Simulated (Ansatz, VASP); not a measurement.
## GaN: VASP beside Ansatz

```
CELL_PARAMETERS angstrom
0.00000 2.24894 2.24894
2.24894 0.00000 2.24894
2.24894 2.24894 0.00000
ATOMIC_POSITIONS crystal
Ga 0.00000 0.00000 0.00000
N 0.72112 0.75963 0.75963
```

Change from the starting cell: all N atoms moved +0.075 Å, as atom 2 towards its neighbour atom 1 (Ga) at 1.948 Å.

Alike in both runs: task single point; functional r2SCAN; k mesh 10 × 10 × 10; occupations gaussian, width 0.05 eV; no spin polarisation.

|  | VASP | Ansatz |
| --- | --- | --- |
| version | VASP 6.6.1 | Ansatz 0.2.0 |
| potentials or method | VASP PAW PBE potentials, release 64 (Ga_d, N_h), cutoff 1460 eV | scalar-relativistic, plane waves, PAW |
| valence electrons in the cell | 18 | 18 |

Ansatz gave:

```
gap on the k mesh at the Fermi level (eV)                     : 2.09
least direct gap on the mesh (eV)                             : 2.09
pressure (GPa)                                                : 0.7
traceless stress, the component that is largest in VASP (GPa) : -3.14
rms of the force components (eV/Å)                            : 0.668
```

Task: What did VASP give for the same quantities?

Result: gap on the k mesh at the Fermi level (eV): 2.08; least direct gap on the mesh (eV): 2.08; pressure (GPa): 1.8; traceless stress, the component that is largest in VASP (GPa): -3.24; rms of the force components (eV/Å): 0.677.

VASP's potentials were made for PBE, not for r2SCAN. Atom by atom the forces differ by 0.009 eV/Å (rms over components). With one functional, cell and mesh, what is left measures potentials, basis and numerics.
